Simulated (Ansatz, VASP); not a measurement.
## Cl: VASP beside Ansatz

```
Cl
1.0
    -1.40932    1.40932    1.40932
     1.40932   -1.40932    1.40932
     1.40932    1.40932   -1.40932
Cl
1
Direct
  0.00000 0.00000 0.00000
```

Change from the starting cell: volume scaled by 0.58, LAPW.

Alike in both runs: task single point; functional PBEsol; k mesh 15 × 15 × 15; occupations fermi-dirac, width 0.08 eV; no spin polarisation.

```csv
,VASP,Ansatz
version,VASP 6.6.1,Ansatz 0.2.0
potentials or method,"VASP PAW PBE potentials, release 64 (Cl), cutoff 520 eV","all-electron LAPW, scalar-relativistic"
```

VASP gave:

* pressure (GPa): 89.3

Question: Estimate Ansatz's values.

Answer: Pressure (GPa): 89.6.

VASP's potentials were made for PBE, not for PBEsol. Both programs put the cell under a high pressure, so it lies far from rest at this level. Ansatz ran all-electron here, and VASP with PAW potentials.

Noted on VASP's run: the cell as given lies far from equilibrium.
